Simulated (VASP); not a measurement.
Write the native input for VASP 6.6.1 that does the following.

| Property | Result |
| --- | --- |
| Task | G0W0 quasiparticle levels |
| Functional | PBE |
| Potentials or basis | VASP PAW PBE potentials, release 64 (C_GW) |
| Cutoff | 500 eV |
| k mesh | 6 × 6 × 6 |
| Occupations | gaussian, width 0.01 eV |
| Spin | no spin polarisation |
| Dipole correction | no |
| GW scheme | G0W0 |
| GW iterations | 1 |
| Cutoff of the response function | 150 |
| Frequency points | 48 |
| Empty bands | 50 |
| Further INCAR settings | ALGO = EVGW0; EDIFF = 1e-08; NBANDS = 54 |

C:

```
C
1.0
    -0.05168    1.79965    1.79965
     1.79965   -0.05168    1.79965
     1.79965    1.79965   -0.05168
C
2
Direct
  0.99994 0.99994 0.99994
  0.25006 0.25006 0.25006
```

The input as run:

POSCAR

```
C
1.0
   -0.0516797269      1.7996493813      1.7996493813
    1.7996493813     -0.0516797269      1.7996493813
    1.7996493813      1.7996493813     -0.0516797269
C
2
Direct
   -0.0000596675     -0.0000596675     -0.0000596675
    0.2500596675      0.2500596675      0.2500596675
```

INCAR.step1

```
SYSTEM = C
PREC = Accurate
ENCUT = 500
EDIFF = 1E-8
ISMEAR = 0
SIGMA = 0.01
LREAL = .False.
LASPH = .True.
NELM = 80
ALGO = Normal
LWAVE = .True.
LCHARG = .False.
GGA = PE
```

INCAR.step2

```
SYSTEM = C
PREC = Accurate
ENCUT = 500
EDIFF = 1E-8
ISMEAR = 0
SIGMA = 0.01
LREAL = .False.
LASPH = .True.
NELM = 1
ALGO = Exact
LWAVE = .True.
LCHARG = .False.
GGA = PE
NBANDS = 54
LOPTICS = .True.
ISTART = 1
```

INCAR.step3

```
SYSTEM = C
PREC = Accurate
ENCUT = 500
EDIFF = 1E-8
ISMEAR = 0
SIGMA = 0.01
LREAL = .False.
LASPH = .True.
ALGO = EVGW0
LWAVE = .False.
LCHARG = .False.
GGA = PE
NELMGW = 1
NBANDS = 54
ENCUTGW = 150.0
NOMEGA = 48
PRECFOCK = Fast
ISTART = 1
NBANDSGW = 12
```

KPOINTS

```
regular mesh
0
Gamma
  6 6 6
  0 0 0
```

Potentials or basis: VASP PAW PBE potentials, release 64 (C_GW).

Command:

```bash
$ cat potpaw_PBE.64/C_GW/POTCAR > POTCAR
$ cp INCAR.step1 INCAR
$ mpirun -np 1 vasp_std > vasp.out
$ cp INCAR.step2 INCAR
$ mpirun -np 1 vasp_std > vasp.out
$ cp INCAR.step3 INCAR
$ mpirun -np 1 vasp_std > vasp.out
```

It gave:

```
Quasiparticle gap                                   : 5.17 eV
Least direct quasiparticle gap                      : 6.60 eV
Band gap of the starting levels on the mesh         : 3.94 eV
Least direct gap of the starting levels on the mesh : 4.99 eV
```

Caveat: the k points lie up to 0.49 Å⁻¹ apart; bands, screening cutoff and mesh are small and nothing is extrapolated, so the quasiparticle values aren't converged.

It took 56 s on 1 thread of Intel(R) Xeon(R) 6975P-C (Granite Rapids), with other jobs on the host, peak memory 0.24 GiB.
